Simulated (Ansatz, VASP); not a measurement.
**One calculation of SiC, two programs**

INCAR

```
PREC     = Accurate       # precision mode
ENCUT    = 520            # plane-wave cutoff, eV
EDIFF    = 1E-7           # SCF threshold, eV
ISMEAR   = 0              # smearing method
SIGMA    = 0.05           # smearing width, eV
LREAL    = False          # projectors in reciprocal space
LASPH    = True           # aspherical terms in the spheres
NELM     = 60             # most SCF steps
ALGO     = Normal         # electronic algorithm
ISIF     = 2              # what is computed and relaxed
LWAVE    = False          # write WAVECAR
LCHARG   = False          # write CHGCAR
GGA      = RE             # functional
IVDW     = 12             # dispersion correction
NBANDS   = 11             # bands
```

File KPOINTS:

```
regular mesh
0
Gamma
  10 10 10
```

POSCAR

```
SiC
1.0
    0.0000000000      2.1632414217      2.1632414217
    2.1632414217      0.0000000000      2.1632414217
    2.1632414217      2.1632414217      0.0000000000
Si C
1 1
Direct
    0.0000000000      0.0000000000      0.0000000000
    0.7500000000      0.7500000000      0.7500000000
```

Input for Ansatz:

```yaml
crystal:
  lattice:
    - [0.0, 2.1632414217, 2.1632414217]
    - [2.1632414217, 0.0, 2.1632414217]
    - [2.1632414217, 2.1632414217, 0.0]
  atoms:
    - { symbol: Si, position: [0.0, 0.0, 0.0] }
    - { symbol: C, position: [0.75, 0.75, 0.75] }
basis:
  ecutwfc: 420
  ecutrho_ratio: 4
kpoints:
  mp_grid: { grid: [10, 10, 10] }
hamiltonian:
  xc: revpbe
  dispersion: d3bj
scf:
  occupations: { method: gaussian, width: 0.05 }
output:
  forces: true
  stress: true
  eigenvalues: true
```

Alike in both runs: task single point; functional revPBE; dispersion D3(BJ); k mesh 10 × 10 × 10; occupations gaussian, width 0.05 eV; no spin polarisation.

```csv
,VASP,Ansatz
version,VASP 6.6.1,Ansatz 0.2.0
potentials or method,"VASP PAW PBE potentials, release 64 (Si, C), cutoff 520 eV","scalar-relativistic, plane waves, PAW"
valence electrons in the cell,8,8
```

|  | VASP | Ansatz | Ansatz less VASP |
| --- | --- | --- | --- |
| gap on the k mesh at the Fermi level (eV) | 1.34 | 1.34 | +0.006 |
| least direct gap on the mesh (eV) | 4.56 | 4.57 | +0.017 |
| pressure (GPa) | 0.7 | 1.1 | +0.44 |

VASP's potentials were made for PBE, not for revPBE.
